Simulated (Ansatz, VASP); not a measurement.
One calculation of Te2Mo, two programs

File INCAR:

```
ALGO = Normal
EDIFF = 1E-7
ENCUT = 520
GGA = PE
ISIF = 2
ISMEAR = 0
IVDW = 12
LASPH = T
LCHARG = F
LREAL = F
LWAVE = F
NBANDS = 20
NELM = 100
PREC = Accurate
SIGMA = 0.05
```

Contents of KPOINTS:

```
k-points
0
Gamma
  9 9 4
```

Contents of POSCAR:

```
Te2Mo
1.0
    3.4135464239      0.0000000000      0.0000000000
   -1.7067732120      2.9562179201      0.0000000000
    0.0000000000      0.0000000000      7.9806213689
Te Mo
2 1
Direct
    0.3333333333      0.6666666667      0.7614144829
    0.3333333333      0.6666666667      0.2385855171
    0.0000000000      0.0000000000      0.0000000000
```

Input for Ansatz:

```yaml
crystal:
  lattice:
    - [3.4135464239, 0.0, 0.0]
    - [-1.706773212, 2.9562179201, 0.0]
    - [0.0, 0.0, 7.9806213689]
  atoms:
    - { symbol: Te, position: [0.3333333333, 0.6666666667, 0.7614144829] }
    - { symbol: Te, position: [0.3333333333, 0.6666666667, 0.2385855171] }
    - { symbol: Mo, position: [0.0, 0.0, 0.0] }
basis:
  ecutwfc: 420
kpoints:
  mp_grid: { grid: [9, 9, 4] }
hamiltonian:
  xc: pbe
  dispersion: d3bj
scf:
  occupations: { method: gaussian, width: 0.05 }
output:
  forces: true
  stress: true
  eigenvalues: true
```

Change from the starting cell: mode 5 frozen in at +0.000 Å, strain +e along z and -e/2 along x and y +0.0467.

Alike in both runs: task single point; functional PBE; dispersion D3(BJ); k mesh 9 × 9 × 4; occupations gaussian, width 0.05 eV; no spin polarisation.

|  | VASP | Ansatz |
| --- | --- | --- |
| version | VASP 6.6.1 | Ansatz 0.2.0 |
| potentials or method | VASP PAW PBE potentials, release 64 (Te, Mo_sv), cutoff 520 eV | scalar-relativistic, plane waves, PAW |
| valence electrons in the cell | 26 | 46 |

```tsv
	VASP	Ansatz	Ansatz less VASP
gap on the k mesh at the Fermi level (eV)	0.76	0.76	0.000
least direct gap on the mesh (eV)	1.20	1.20	-0.002
pressure (GPa)	-0.8	-0.8	0.00
traceless stress, the component that is largest in VASP (GPa)	-4.88	-4.93	-0.047
rms of the force components (eV/Å)	0.285	0.289	+0.0043
```

Atom by atom the forces differ by 0.004 eV/Å (rms over components). VASP's potentials hold 26 valence electrons a cell and Ansatz's 46, so a difference there can come from the potentials and not from the codes.

Neither program's run includes spin-orbit coupling.
